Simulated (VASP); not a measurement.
A run of VASP 6.6.1 is set up as follows.

The input INCAR:

```
SYSTEM = I
PREC = Accurate
ENCUT = 600
EDIFF = 1E-6
ISMEAR = 1
SIGMA = 0.02
LREAL = .False.
LASPH = .True.
NELM = 60
ALGO = Normal
ISIF = 3
LWAVE = .False.
LCHARG = .False.
GGA = PE
IBRION = 2
NSW = 80
EDIFFG = -0.03
```

KPOINTS

```
Automatic mesh
0
Gamma
  11 11 11
  0 0 0
```

POSCAR

```
I
1.0
    0.0000000000      3.4950000000      3.4950000000
    3.4950000000      0.0000000000      3.4950000000
    3.4950000000      3.4950000000      0.0000000000
I
2
Direct
    0.0000000000      0.0000000000      0.0000000000
    0.2500000000      0.2500000000      0.2500000000
```

Potentials or basis: VASP PAW PBE potentials, release 64 (I).

Command:

```console
$ cat potpaw_PBE.64/I/POTCAR > POTCAR
$ mpirun -np 1 vasp_std > vasp.out
```

Problem. Estimate the relaxed volume.

Solution. 60.11 Å³/atom.

Problem. What does it give for the relaxed cell?

Solution. a = 5.540 Å, b = 5.540 Å, c = 5.540 Å, α = 60.00°, β = 60.00°, γ = 60.00°.

Final structure:
```
I
1.0
     0.00000    3.91731    3.91731
     3.91731    0.00000    3.91731
     3.91731    3.91731    0.00000
I
2
Direct
  0.00000 0.00000 0.00000
  0.25000 0.25000 0.25000
```

Caveat: the volume moved by over 15 % at a fixed basis, so the end points are rough.
